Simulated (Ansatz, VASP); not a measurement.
**KBr in VASP and in Ansatz**

INCAR

```
SYSTEM = KBr
PREC = Accurate
ENCUT = 520
EDIFF = 1E-7
ISMEAR = -1
SIGMA = 0.02
LREAL = .FALSE.
LASPH = .TRUE.
NELM = 100
ALGO = Normal
ISIF = 2
LWAVE = .FALSE.
LCHARG = .FALSE.
GGA = PE
NBANDS = 15
```

KPOINTS

```
Automatic mesh
0
G
  6 6 6
  0 0 0
```

The input POSCAR:

```
KBr
1.0
    0.0000000000      3.3024387198      3.3024387198
    3.3024387198      0.0000000000      3.3024387198
    3.3024387198      3.3024387198      0.0000000000
K Br
1 1
Direct
    0.0000000000      0.0000000000      0.0000000000
    0.5000000000      0.5000000000      0.5000000000
```

Input for Ansatz:

```yaml
crystal:
  lattice:
    - [0.0, 3.3024387198, 3.3024387198]
    - [3.3024387198, 0.0, 3.3024387198]
    - [3.3024387198, 3.3024387198, 0.0]
  atoms:
    - { symbol: K, position: [0.0, 0.0, 0.0] }
    - { symbol: Br, position: [0.5, 0.5, 0.5] }
kpoints:
  mp_grid: { grid: [6, 6, 6] }
  band_path:
    path:
      - [[0.0, 0.0, 0.0], [0.5, 2.540983051808e-34, 0.5], [0.625, 0.25, 0.625]]
      - [[0.375, 0.375, 0.75], [0.0, 0.0, 0.0], [0.5, 0.5, 0.5], [0.5, 0.25, 0.75], [0.5, 2.540983051808e-34, 0.5]]
    npoints: 10
hamiltonian:
  xc: pbe
scf:
  occupations: { method: fermi_dirac, width: 0.02 }
  n_extra_bands: 4
output:
  forces: true
  stress: true
  eigenvalues: true
```

Alike in both runs: task single point; functional PBE; k mesh 6 × 6 × 6; occupations fermi-dirac, width 0.02 eV; no spin polarisation.

```csv
,VASP,Ansatz
version,VASP 6.6.1,Ansatz 0.2.0
potentials or method,"VASP PAW PBE potentials, release 64 (K_sv, Br)","plane waves, PAW"
plane-wave cutoff (eV),520,420
valence electrons in the cell,16,16
```

|  | VASP | Ansatz | Ansatz less VASP |
| --- | --- | --- | --- |
| gap on the k mesh at the Fermi level (eV) | 4.43 | 4.43 | +0.002 |
| pressure (GPa) | 0.7 | 0.7 | -0.04 |

With one functional, cell and mesh, what is left measures potentials, basis and numerics.
